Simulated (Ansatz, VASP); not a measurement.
**Two plane-wave programs on CdTe**

```
Cd Te
1.0
     0.00000    3.40795    3.35832
     3.40795    0.00000    3.35832
     3.40795    3.40795    0.00000
Cd Te
1 1
Direct
  0.00000 0.00000 0.00000
  0.75000 0.75000 0.75000
```

Change from the starting cell: strain +0.030 along x and y, +0.015 along z, atoms carried along.

Alike in both runs: task single point; functional PBE; k mesh 10 × 10 × 10; occupations gaussian, width 0.05 eV; no spin polarisation.

|  | VASP | Ansatz |
| --- | --- | --- |
| version | VASP 6.6.1 | Ansatz 0.2.0 |
| potentials or method | VASP PAW PBE potentials, release 64 (Cd, Te), cutoff 520 eV | scalar-relativistic, plane waves, PAW |
| valence electrons in the cell | 18 | 36 |

```csv
,VASP,Ansatz,Ansatz less VASP
gap on the k mesh at the Fermi level (eV),0.34,0.35,+0.004
least direct gap on the mesh (eV),0.34,0.35,+0.004
pressure (GPa),-2.1,-2.2,-0.09
"traceless stress, the component that is largest in VASP (GPa)",0.17,0.17,+0.001
```

VASP's potentials hold 18 valence electrons a cell and Ansatz's 36, so a difference there can come from the potentials and not from the codes.

Neither program's run includes spin-orbit coupling.
